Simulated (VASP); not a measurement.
A run of VASP 6.6.1:

The input POSCAR:

```
Ir3Os
1.0
    3.8480740000      0.0000000000      0.0000000000
    0.0000000000      3.8480740000      0.0000000000
    0.0000000000      0.0000000000      3.8480740000
Os Ir
1 3
Direct
    0.0000000000      0.0000000000      0.0000000000
    0.0000000000      0.5000000000      0.5000000000
    0.5000000000      0.5000000000      0.0000000000
    0.5000000000      0.0000000000      0.5000000000
```

File INCAR.step1:

```
ALGO = Normal ; EDIFF = 1E-4
ENCUT = 520 ; GGA = PE
ISMEAR = 1 ; LASPH = T
LCHARG = F ; LREAL = F
LWAVE = T ; NBANDS = 26
NELM = 100 ; PREC = Accurate
SIGMA = 0.1
```

Contents of INCAR.step2:

```
ALGO = Normal ; EDIFF = 1E-7
ENCUT = 520 ; ISIF = 2
ISMEAR = 1 ; ISTART = 1
LASPH = T ; LCHARG = F
LMIXTAU = T ; LREAL = F
LWAVE = F ; METAGGA = R2SCAN
NBANDS = 26 ; NELM = 100
PREC = Accurate ; SIGMA = 0.1
```

File KPOINTS:

```
k-points
0
Gamma
  8 8 8
```

Potentials or basis: VASP PAW PBE potentials, release 64 (Os, Ir).

The run is started by

```console
$ cat potpaw_PBE.64/Os/POTCAR potpaw_PBE.64/Ir/POTCAR > POTCAR
$ cp INCAR.step1 INCAR
$ mpirun -np 1 vasp_std > vasp.out
$ cp INCAR.step2 INCAR
$ mpirun -np 1 vasp_std > vasp.out
```

Hardware: 1 thread of AMD EPYC 7571, with other jobs on the host.

**Question.** Estimate the wall time of this run.

**Answer.** It took 6.1 min on 1 thread of AMD EPYC 7571 (shared host), peak memory 0.17 GiB. Counts: k points 35.
